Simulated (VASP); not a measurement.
A run of VASP 6.6.1 is set up as follows.

INCAR

```
SYSTEM = Rh
  PREC = Accurate
  ENCUT = 520
  EDIFF = 1E-6
  ISMEAR = 0
  SIGMA = 0.011
  LREAL = .False.
  LASPH = .True.
  NELM = 100
  ALGO = Normal
  ISIF = 2
  LWAVE = .False.
  LCHARG = .True.
  GGA = PE
  LELF = .True.
  LVHAR = .True.
  NBANDS = 14
```

Contents of KPOINTS:

```
regular mesh
0
Gamma
  12 12 12
  0 0 0
```

POSCAR

```
Rh
1.0
    0.0000000000      1.8978500000      1.8978500000
    1.8978500000      0.0000000000      1.8978500000
    1.8978500000      1.8978500000      0.0000000000
Rh
1
Direct
    0.0000000000      0.0000000000      0.0000000000
```

Potentials or basis: VASP PAW PBE potentials, release 64 (Rh_pv).

Run with:

```console
$ cat potpaw_PBE.64/Rh_pv/POTCAR > POTCAR
$ mpirun -np 1 vasp_std > vasp.out
```

(1) Predict the pressure.

## Answers

(1) 7.4 GPa.
